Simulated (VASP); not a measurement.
# SnO (Pm) in VASP: further runs

The runs below take SnO through single point, with LDA.

Everything below comes from runs of VASP 6.6.1. Logs are shortened: lines on timing, memory, paths and dates and some standing lists are left out, and cuts for length are marked.

### 1 The cell of the first run

It takes space group Pm (No. 6, monoclinic). The conventional cell has a = 4.222 Å, b = 3.355 Å, c = 11.380 Å, α = 90.00°, β = 94.26°, γ = 90.00°. Within 2.8 Å of Sn (site symmetry m) lie 3 O at 2.15 to 2.16 Å. Sn (site symmetry m) has 3 O at 2.15 to 2.16 Å within 2.8 Å. Within 2.8 Å of Sn (site symmetry m) lie 3 O at 2.15 to 2.16 Å. Within 2.8 Å of Sn (site symmetry m) lie 3 O at 2.15 to 2.16 Å. O (site symmetry m) has 3 Sn at 2.15 to 2.16 Å within 2.8 Å. Within 2.8 Å of O (site symmetry m) lie 3 Sn at 2.15 to 2.16 Å. O (site symmetry m) has 3 Sn at 2.15 to 2.16 Å within 2.8 Å. O (site symmetry m) has 3 Sn at 2.15 to 2.16 Å within 2.8 Å.

### 2 Single point, LDA (the part above a cut slid along it)

Contents of INCAR:

```
SYSTEM = SnO
PREC = Accurate
ENCUT = 520
EDIFF = 1E-6
ISMEAR = 0
SIGMA = 0.05
LREAL = .False.
LASPH = .True.
NELM = 100
ALGO = Normal
ISIF = 2
LWAVE = .False.
LCHARG = .True.
LELF = .True.
LVHAR = .True.
NBANDS = 50
```

Contents of KPOINTS:

```
Automatic mesh
0
Gamma
  6 8 3
  0 0 0
```

Contents of POSCAR:

```
SnO
1.0
    0.0000000000      0.0000000000     -4.2219700000
   -3.3550050000      0.0000000000      0.0000000000
    0.0000000000     11.3482080000     -0.8443940000
Sn O
4 4
Direct
    0.3136651000      0.0000000000      0.8659545000
    0.4136651000      0.0000000000      0.3659545000
    0.9600469000      0.5000000000      0.1340455000
    0.8600469000      0.5000000000      0.6340455000
    0.2240180000      0.0000000000      0.1956250000
    0.1240180000      0.0000000000      0.6956250000
    0.6022680000      0.5000000000      0.8043750000
    0.7022680000      0.5000000000      0.3043750000
```

Potentials or basis: VASP PAW LDA potentials, release 64 (Sn_d, O).

Command:

```console
$ cat potpaw_LDA.64/Sn_d/POTCAR potpaw_LDA.64/O/POTCAR > POTCAR
$ mpirun -np 1 vasp_std > vasp.out
```

OUTCAR:

```text
SYSTEM = SnO
   PREC = Accurate
   ENCUT = 520
   EDIFF = 1E-6
   ISMEAR = 0
   LREAL = .False.
   LASPH = .True.
   NELM = 100
   ISIF = 2

 ion  position               nearest neighbor table
   1  0.314  0.000  0.866-   6 2.15   7 2.16   7 2.16   3 3.70   3 3.70
   2  0.414  0.000  0.366-   5 2.15   8 2.16   8 2.16
   3  0.960  0.500  0.134-   8 2.15   5 2.16   5 2.16   1 3.70   1 3.70
   4  0.860  0.500  0.634-   7 2.15   6 2.16   6 2.16
   5  0.224  0.000  0.196-   2 2.15   3 2.16   3 2.16
   6  0.124  0.000  0.696-   1 2.15   4 2.16   4 2.16
   7  0.602  0.500  0.804-   4 2.15   1 2.16   1 2.16
   8  0.702  0.500  0.304-   3 2.15   2 2.16   2 2.16

  LATTYP: Found a simple monoclinic cell.
 ALAT       =     4.2219700000
 B/A-ratio  =     0.7946539175
 C/A-ratio  =     2.6953245389
 COS(beta)  =    -0.0742025671

  Lattice vectors:

 A1 = (   0.0000000000,   0.0000000000,  -4.2219700000)
 A2 = (   3.3550050000,   0.0000000000,   0.0000000000)
 A3 = (   0.0000000000, -11.3482080000,   0.8443940000)

Analysis of symmetry for initial positions (statically):
=====================================================================
 Subroutine PRICEL returns:
 Original cell was already a primitive cell.

 Routine SETGRP: Setting up the symmetry group for a
 simple monoclinic supercell.

 Subroutine GETGRP returns: Found  2 space group operations
 (whereof  2 operations were pure point group operations)
 out of a pool of  4 trial point group operations.

The static configuration has the point symmetry C_1h.

Analysis of symmetry for dynamics (positions and initial velocities):
=====================================================================
 Subroutine PRICEL returns:
 Original cell was already a primitive cell.

 Routine SETGRP: Setting up the symmetry group for a
 simple monoclinic supercell.

 Subroutine GETGRP returns: Found  2 space group operations
 (whereof  2 operations were pure point group operations)
 out of a pool of  4 trial point group operations.

The dynamic configuration has the point symmetry C_1h.

 Subroutine INISYM returns: Found  2 space group operations
 (whereof  2 operations are pure point group operations),
 and found     1 'primitive' translations

----------------------------------------------------------------------------------------

                                     Primitive cell

  volume of cell :     160.7443

  direct lattice vectors                    reciprocal lattice vectors
     0.000000000  0.000000000 -4.221970000     0.000000000 -0.017623928 -0.236856254
    -3.355005000  0.000000000  0.000000000    -0.298062149  0.000000000  0.000000000
     0.000000000 11.348208000 -0.844394000     0.000000000  0.088119640  0.000000000

  length of vectors
     4.221970000  3.355005000 11.379579344     0.237511027  0.298062149  0.088119640

  position of ions in fractional coordinates (direct lattice)
     0.313665100  0.000000000  0.865954500
     0.413665100  0.000000000  0.365954500
     0.960046900  0.500000000  0.134045500
     0.860046900  0.500000000  0.634045500
     0.224018000  0.000000000  0.195625000
     0.124018000  0.000000000  0.695625000
     0.602268000  0.500000000  0.804375000
     0.702268000  0.500000000  0.304375000

  ion indices of the primitive-cell ions
   primitive index   ion index
                 1           1
                 2           2
                 3           3
                 4           4
                 5           5
                 6           6
                 7           7
                 8           8

----------------------------------------------------------------------------------------

 KPOINTS: Automatic mesh

Automatic generation of k-mesh.
 Grid dimensions read from file:
 generate k-points for:    6    8    3

 Generating k-lattice:

  Cartesian coordinates                     Fractional coordinates (reciprocal lattice)
     0.000000000 -0.002937321 -0.039476042     0.166666667  0.000000000  0.000000000
    -0.037257769  0.000000000  0.000000000     0.000000000  0.125000000  0.000000000
     0.000000000  0.029373213  0.000000000     0.000000000  0.000000000  0.333333333

  Length of vectors
     0.039585171  0.037257769  0.029373213

  Shift w.r.t. Gamma in fractional coordinates (k-lattice)
     0.000000000  0.000000000  0.000000000

 Subroutine IBZKPT returns following result:
 ===========================================

 Found     50 irreducible k-points:

 Following reciprocal coordinates:
            Coordinates               Weight
  0.000000  0.000000  0.000000      1.000000
  0.166667  0.000000  0.000000      2.000000
  0.333333  0.000000  0.000000      2.000000
  0.500000  0.000000  0.000000      1.000000
  0.000000  0.125000  0.000000      2.000000
  0.166667  0.125000  0.000000      4.000000
[... 16 lines left out ...]
  0.333333  0.000000  0.333333      2.000000
  0.500000  0.000000  0.333333      2.000000
 [... further k-points ...]
   k-points           NKPTS =     50   k-points in BZ     NKDIM =     50   number of bands    NBANDS=     50
   number of dos      NEDOS =    301   number of ions     NIONS =      8
   total plane-waves  NPLWV =  80640
   dimension x,y,z NGX =    32 NGY =   28 NGZ =   90
   dimension x,y,z NGXF=    64 NGYF=   56 NGZF=  180
   ions per type =               4   4
   NGX,Y,Z   is equivalent  to a cutoff of  12.60, 13.87, 13.15 a.u.
   NGXF,Y,Z  is equivalent  to a cutoff of  25.20, 27.75, 26.30 a.u.
 SYSTEM =  SnO
   PREC   = accura    normal or accurate (medium, high low for compatibility)
   ISTART =      0    job   : 0-new  1-cont  2-samecut
   ICHARG =      2    charge: 1-file 2-atom 10-const
   ISPIN  =      1    spin polarized calculation?
   LNONCOLLINEAR =      F non collinear calculations
   LSORBIT =      F    spin-orbit coupling
   LASPH  =      T    aspherical Exc in radial PAW
   ENCUT  =  520.0 eV  38.22 Ry    6.18 a.u.   7.85  6.24 21.16*2*pi/ulx,y,z
   NELM   =    100;   NELMIN=  2; NELMDL= -5     # of ELM steps
   EDIFF  = 0.1E-05   stopping-criterion for ELM
   LREAL  =      F    real-space projection
   EDIFFG = 0.1E-04   stopping-criterion for IOM
   NSW    =      0    number of steps for IOM
   IBRION =     -1    ionic relax: 0-MD 1-quasi-New 2-CG
   NFREE  =      0    steps in history (QN), initial steepest desc. (CG)
   ISIF   =      2    stress and relaxation
   ISYM   =      2    0-nonsym 1-usesym 2-fastsym
   POTIM  = 0.5000    time-step for ionic-motion
   TEBEG  =    0.0;   TEEND  =   0.0 temperature during run
   PSTRESS=    0.0 pullay stress
   NELECT =      80.0000    total number of electrons
   NUPDOWN=      -1.0000    fix difference up-down
   EMIN   =  10.00;   EMAX   =-10.00  energy-range for DOS
   EFERMI =   0.00;   METHOD = LEGACY
   ISMEAR =     0;   SIGMA  =   0.05  broadening in eV -4-tet -1-fermi 0-gaus
   EFERMI_NEDOS =   21; number of points for ismear=-14 and -15
   IALGO  =     38    algorithm
   IMIX   =      4    mixing-type and parameters
     AMIX     =   0.40;   BMIX     =  1.00
     AMIX_MAG =   1.60;   BMIX_MAG =  1.00
  volume/ion in A,a.u.               =      20.09       135.59
  Fermi-wavevector in a.u.,A,eV,Ry     =   1.297357  2.451650 22.900458  1.683136
  Thomas-Fermi vector in A             =   2.428755
   LORBIT       =      0    0 simple, 1 ext, 2 COOP (PROOUT), +10 PAW based schemes
   GGA     = CA    functional components
   LHFCALC =     F    Hartree Fock is set to
   AEXX    =    0.0000 exact exchange contribution
   IVDW    =     0    specifies the selected vdW correction
   LEPSILON=     F    determine dielectric tensor
   LRPA    =     F    only Hartree local field effects (RPA)
 non-spin polarized calculation
 Gauss-broadening in eV      SIGMA  =   0.05
  energy-cutoff  :      520.00
  volume of cell :      160.74
 maximum number of plane-waves:      4350
   NGX = 15   NGY = 13   NGZ = 43

 number of electron      80.0000027 magnetization

 Free energy of the ion-electron system (eV)
  ---------------------------------------------------
  ext. energy  EPLUGINS =         0.00000000
  ---------------------------------------------------
  free energy    TOTEN  =       -50.31288440 eV

  energy without entropy =      -50.31288440  energy(sigma->0) =      -50.31288440

 E-fermi :   4.8621     XC(G=0):  -9.9531

 val. band max:        4.6078293732   @ k =   0.0000   0.0000   0.0000
 cond. band min:       5.8586244582   @ k =   0.0000   0.3750   0.0000
 fundamental gap:      1.2507950851
 Fermi energy:         4.8620823996

 k-point     1 :       0.0000    0.0000    0.0000
  band No.  band energies     occupation
      1     -16.5626      2.00000
      2     -16.5209      2.00000
      3     -16.2620      2.00000
      4     -16.2200      2.00000
      5     -16.1714      2.00000
      6     -16.1507      2.00000
[... 42 lines left out ...]
     49      11.2809      0.00000
     50      12.4460      0.00000

 k-point     2 :       0.1667    0.0000    0.0000
  band No.  band energies     occupation
      1     -16.5475      2.00000
      2     -16.5060      2.00000
      3     -16.2837      2.00000
      4     -16.2421      2.00000
      5     -16.1674      2.00000
      6     -16.1511      2.00000
[... 42 lines left out ...]
     49      11.3588      0.00000
     50      12.3423      0.00000

 k-point     3 :       0.3333    0.0000    0.0000
  band No.  band energies     occupation
      1     -16.5027      2.00000
      2     -16.4616      2.00000
      3     -16.3484      2.00000
      4     -16.3073      2.00000
      5     -16.1585      2.00000
      6     -16.1516      2.00000
[... 1102 lines left out ...]
     49      11.6402      0.00000
     50      12.1529      0.00000

 k-point    24 :       0.5000    0.0000    0.3333
  band No.  band energies     occupation
      1     -16.4385      2.00000
      2     -16.4248      2.00000
      3     -16.3975      2.00000
      4     -16.3839      2.00000
      5     -16.1527      2.00000
      6     -16.1516      2.00000
[... 42 lines left out ...]
     49      11.8832      0.00000
     50      12.3265      0.00000

 [... further k-points ...]

------------------------ aborting loop because EDIFF is reached ----------------------------------------

  FORCE on cell =-STRESS in cart. coord.  units (eV):
  Direction    XX          YY          ZZ          XY          YZ          ZX
  --------------------------------------------------------------------------------------
  -------------------------------------------------------------------------------------
  Total       -5.7702763     -4.4763028     -4.4319028      0.0000000      0.3844602      0.0000000
  in kB      -57.5137368    -44.6163913    -44.1738450      0.0000000      3.8320077      0.0000000
  external PRESSURE =     -48.7679911 kB  Pullay stress =       0.0000000 kB

 VOLUME and BASIS-vectors are now :
 -----------------------------------------------------------------------------
  energy-cutoff  :      520.00
  volume of cell :      160.74
      direct lattice vectors                 reciprocal lattice vectors
     0.000000000  0.000000000 -4.221970000     0.000000000 -0.017623928 -0.236856254
    -3.355005000  0.000000000  0.000000000    -0.298062149  0.000000000  0.000000000
     0.000000000 11.348208000 -0.844394000     0.000000000  0.088119640  0.000000000

 POSITION                                       TOTAL-FORCE (eV/Angst)
 -----------------------------------------------------------------------------------
      0.00000      9.82703     -2.05549         0.000000     -0.793856     -0.280335
      0.00000      4.15293     -2.05549         0.000000     -0.624719     -0.206030
     -1.67750      1.52118     -4.16648         0.000000      0.659554     -0.050670
     -1.67750      7.19528     -4.16648         0.000000      0.594136     -0.180248
      0.00000      2.21999     -1.11098         0.000000      0.163762      0.172647
      0.00000      7.89410     -1.11098         0.000000      0.215500      0.187943
     -1.67750      9.12821     -3.22197         0.000000     -0.122926      0.152660
     -1.67750      3.45411     -3.22197         0.000000     -0.091452      0.204032
 -----------------------------------------------------------------------------------
    total drift:                                0.000000     -0.000211     -0.000437

  FREE ENERGIE OF THE ION-ELECTRON SYSTEM (eV)
  ---------------------------------------------------
  free  energy   TOTEN  =       -50.3128843964 eV

  energy  without entropy=      -50.3128843964  energy(sigma->0) =      -50.31288440
```

Wall time 12 min (1 thread of Intel Xeon 8259CL, shared host); peak memory 0.41 GiB.

Results:

```yaml
Free_energy: -50.3129 eV
Pressure: -4.9 GPa
Largest_force: 0.842 eV/Å
Band_gap_on_the_k_mesh: 1.25 eV (least direct gap 1.83 eV)
```

Forces on the atoms (eV/Å):
```
Sn   0.000 -0.794 -0.280
Sn   0.000 -0.625 -0.206
Sn   0.000  0.660 -0.051
Sn   0.000  0.594 -0.180
O    0.000  0.164  0.173
O    0.000  0.215  0.188
O    0.000 -0.123  0.153
O    0.000 -0.091  0.204
```

Levels at points of the mesh, in eV from the valence-band top:
```tsv
k point	band 37	band 38	band 39	band 40	band 41	band 42	band 43	band 44
(0.00, 0.00, 0.00)	-2.10	-1.66	-1.50	0.00	2.60	2.91	3.02	4.00
(0.50, 0.00, 0.00)	-2.12	-1.67	-1.65	-1.02	1.50	1.97	2.35	2.75
(0.00, 0.50, 0.00)	-1.39	-1.34	-1.05	-0.99	1.74	1.84	2.45	2.52
(0.50, 0.50, 0.00)	-1.24	-1.08	-0.66	-0.51	1.86	2.16	2.51	2.52
```

Caveat: the cell differs from its parent crystal (the part above a cut slid along it); the cell stands under tension; spin-orbit coupling is left out, which moves the levels of the heavy elements.

### 3 Single point, LDA (the part above a cut slid along it)

Contents of INCAR:

```
PREC = Accurate
ENCUT = 520
EDIFF = 1E-7
ISMEAR = 0
SIGMA = 0.05
LREAL = False
LASPH = True
NELM = 60
ALGO = Normal
ISIF = 2
LWAVE = False
LCHARG = False
NBANDS = 50
```

Contents of KPOINTS:

```
regular mesh
0
Gamma
  6 8 3
```

Contents of POSCAR:

```
SnO
1.0
    0.0000000000      0.0000000000     -4.2219700000
   -3.3550050000      0.0000000000      0.0000000000
    0.0000000000     11.3482080000     -1.6887880000
Sn O
4 4
Direct
    0.1404742000      0.0000000000      0.8659545000
    0.3404742000      0.0000000000      0.3659545000
    0.9332378000      0.5000000000      0.1340455000
    0.7332378000      0.5000000000      0.6340455000
    0.1848930000      0.0000000000      0.1956250000
   -0.0151070000      0.0000000000      0.6956250000
    0.4413930000      0.5000000000      0.8043750000
    0.6413930000      0.5000000000      0.3043750000
```

Potentials or basis: VASP PAW LDA potentials, release 64 (Sn_d, O).

Command:

```console
$ cat potpaw_LDA.64/Sn_d/POTCAR potpaw_LDA.64/O/POTCAR > POTCAR
$ mpirun -np 1 vasp_std > vasp.out
```

OUTCAR:

```text
PREC = Accurate
   ENCUT = 520
   EDIFF = 1E-7
   ISMEAR = 0
   LREAL = False
   LASPH = True
   NELM = 60
   ISIF = 2

 ion  position               nearest neighbor table
   1  0.140  0.000  0.866-   6 2.15   7 2.16   7 2.16   3 3.50   3 3.50
   2  0.340  0.000  0.366-   5 2.15   8 2.16   8 2.16
   3  0.933  0.500  0.134-   8 2.15   5 2.16   5 2.16   1 3.50   1 3.50
   4  0.733  0.500  0.634-   7 2.15   6 2.16   6 2.16
   5  0.185  0.000  0.196-   2 2.15   3 2.16   3 2.16
   6  0.985  0.000  0.696-   1 2.15   4 2.16   4 2.16
   7  0.441  0.500  0.804-   4 2.15   1 2.16   1 2.16
   8  0.641  0.500  0.304-   3 2.15   2 2.16   2 2.16

  LATTYP: Found a simple monoclinic cell.
 ALAT       =     4.2219700000
 B/A-ratio  =     0.7946539175
 C/A-ratio  =     2.7174941343
 COS(beta)  =    -0.1471944300

  Lattice vectors:

 A1 = (   0.0000000000,   0.0000000000,  -4.2219700000)
 A2 = (   3.3550050000,   0.0000000000,   0.0000000000)
 A3 = (   0.0000000000, -11.3482080000,   1.6887880000)

[... 189 lines left out ...]
 cond. band min:       5.7540831399   @ k =   0.5000   0.0000   0.0000
 fundamental gap:      0.9953671351
 Fermi energy:         5.0172809856

 k-point     1 :       0.0000    0.0000    0.0000
  band No.  band energies     occupation
      1     -16.5349      2.00000
      2     -16.5115      2.00000
      3     -16.2331      2.00000
      4     -16.2083      2.00000
      5     -16.1439      2.00000
      6     -16.1214      2.00000
[... 1261 lines left out ...]
     49      11.8134      0.00000
     50      12.3498      0.00000

 [... further k-points ...]

------------------------ aborting loop because EDIFF is reached ----------------------------------------

  FORCE on cell =-STRESS in cart. coord.  units (eV):
  Direction    XX          YY          ZZ          XY          YZ          ZX
  --------------------------------------------------------------------------------------
  -------------------------------------------------------------------------------------
  Total       -4.9982888     -3.4121557     -4.1881264      0.0000000      0.3925792      0.0000000
  in kB      -49.8191510    -34.0097794    -41.7440670      0.0000000      3.9129321      0.0000000
  external PRESSURE =     -41.8576658 kB  Pullay stress =       0.0000000 kB

 VOLUME and BASIS-vectors are now :
 -----------------------------------------------------------------------------
  energy-cutoff  :      520.00
  volume of cell :      160.74
      direct lattice vectors                 reciprocal lattice vectors
     0.000000000  0.000000000 -4.221970000     0.000000000 -0.035247856 -0.236856254
    -3.355005000  0.000000000  0.000000000    -0.298062149  0.000000000  0.000000000
     0.000000000 11.348208000 -1.688788000     0.000000000  0.088119640  0.000000000

 POSITION                                       TOTAL-FORCE (eV/Angst)
 -----------------------------------------------------------------------------------
      0.00000      9.82703     -2.05549         0.000000     -1.062437     -0.234823
      0.00000      4.15293     -2.05549         0.000000     -0.594472     -0.212883
     -1.67750      1.52118     -4.16648         0.000000      0.978687     -0.009159
     -1.67750      7.19528     -4.16648         0.000000      0.581063     -0.186200
      0.00000      2.21999     -1.11098         0.000000      0.063450      0.131839
      0.00000      7.89410     -5.33295         0.000000      0.153469      0.200703
     -1.67750      9.12821     -3.22197         0.000000     -0.066285      0.096535
     -1.67750      3.45411     -3.22197         0.000000     -0.053475      0.213988
 -----------------------------------------------------------------------------------
    total drift:                               -0.000000      0.000593      0.001901

  FREE ENERGIE OF THE ION-ELECTRON SYSTEM (eV)
  ---------------------------------------------------
  free  energy   TOTEN  =       -50.1860039356 eV

  energy  without entropy=      -50.1860039356  energy(sigma->0) =      -50.18600394
```

It took 14 min on 1 thread of Intel Xeon 8259CL, shared host; peak memory 0.41 GiB.

Results:

```yaml
Free_energy: -50.1860 eV
Pressure: -4.2 GPa
Largest_force: 1.088 eV/Å
Band_gap_on_the_k_mesh: 1.00 eV (least direct gap 1.62 eV)
```

Forces in eV/Å, atoms in the order of the input:
```
Sn   0.000 -1.062 -0.235
Sn   0.000 -0.594 -0.213
Sn   0.000  0.979 -0.009
Sn   0.000  0.581 -0.186
O    0.000  0.063  0.132
O    0.000  0.153  0.201
O    0.000 -0.066  0.097
O    0.000 -0.053  0.214
```

Stress tensor (GPa, compression positive):
```
-4.98  0.00  0.00
 0.00 -3.40  0.39
 0.00  0.39 -4.17
```

Caveat: the cell differs from its parent crystal (the part above a cut slid along it); the cell stands under tension; spin-orbit coupling is left out, which moves the levels of the heavy elements; forces of over 1 eV/Å act on the atoms, so gaps and moduli don't describe the material at rest.
